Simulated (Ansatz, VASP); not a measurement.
# CsI: VASP beside Ansatz

File POSCAR:

```
CsI
1.0
    4.5667000000      0.0000000000      0.0000000000
    0.0000000000      4.5667000000      0.0000000000
    0.0000000000      0.0000000000      4.5667000000
Cs I
1 1
Direct
    0.0000000000      0.0000000000      0.0000000000
    0.5000000000      0.5000000000      0.5000000000
```

INCAR.step1

```
PREC     = Accurate       # precision mode
ENCUT    = 550            # plane-wave cutoff, eV
ISMEAR   = -1             # smearing method
SIGMA    = 0.02           # smearing width, eV
LREAL    = False          # projectors in reciprocal space
LASPH    = True           # aspherical terms in the spheres
NELM     = 120            # most SCF steps
GGA      = PE             # functional
ALGO     = Normal         # electronic algorithm
EDIFF    = 1E-5           # SCF threshold, eV
LWAVE    = True           # write WAVECAR
LCHARG   = False          # write CHGCAR
GGA_COMPAT= False        
IBRION   = 2              # ionic algorithm
ISIF     = 3              # what is computed and relaxed
EDIFFG   = -0.005         # ionic threshold
NELMIN   = 4            
NSW      = 100            # ionic steps
```

INCAR.step2

```
PREC     = Accurate       # precision mode
ENCUT    = 550            # plane-wave cutoff, eV
EDIFF    = 1E-7           # SCF threshold, eV
ISMEAR   = -1             # smearing method
SIGMA    = 0.02           # smearing width, eV
LREAL    = False          # projectors in reciprocal space
LASPH    = True           # aspherical terms in the spheres
NELM     = 120            # most SCF steps
ALGO     = Normal         # electronic algorithm
ISIF     = 3              # what is computed and relaxed
LWAVE    = False          # write WAVECAR
LCHARG   = False          # write CHGCAR
METAGGA  = R2SCAN         # meta-GGA
LMIXTAU  = True         
IBRION   = 2              # ionic algorithm
NSW      = 70             # ionic steps
EDIFFG   = -0.005         # ionic threshold
ISTART   = 1            
GGA_COMPAT= False        
NELMIN   = 4
```

The input KPOINTS:

```
Automatic mesh
0
Gamma
  7 7 7
```

Input for Ansatz:

```yaml
crystal:
  lattice:
    - [4.5667, 0.0, 0.0]
    - [0.0, 4.5667, 0.0]
    - [0.0, 0.0, 4.5667]
  atoms:
    - { symbol: Cs, position: [0.0, 0.0, 0.0] }
    - { symbol: I, position: [0.5, 0.5, 0.5] }
kpoints:
  mp_grid: { grid: [7, 7, 7] }
scf:
  occupations: { method: fermi_dirac, width: 0.02 }
hamiltonian:
  xc: r2scan
  pseudopotentials: { kind: paw }
output:
  forces: true
  stress: true
relax:
  f_tol: 0.005
  max_steps: 50
  cell: {}
```

Alike in both runs: task relaxation of cell and atoms; functional r2SCAN; k mesh 7 × 7 × 7; occupations fermi-dirac, width 0.02 eV; no spin polarisation.

|  | VASP | Ansatz |
| --- | --- | --- |
| version | VASP 6.6.1 | Ansatz 0.2.0 |
| potentials or method | VASP PAW PBE potentials, release 64 (Cs_sv, I) | PAW with Ansatz's default frozen-core files, scalar-relativistic |
| plane-wave cutoff (eV) | 550 | 500 |
| valence electrons in the cell | 16 | 26 |

Ansatz gave:

* relaxed volume (Å³/atom): 48.95
* relaxed cell length with the largest relative difference (Å): 4.609

Problem. What did VASP give for the same quantities?

Solution. Relaxed volume (Å³/atom): 49.17; relaxed cell length with the largest relative difference (Å): 4.616.

VASP's potentials were made for PBE, not for r2SCAN. VASP's potentials hold 16 valence electrons a cell and Ansatz's 26, so a difference there can come from the potentials and not from the codes.

Neither program's run includes spin-orbit coupling.
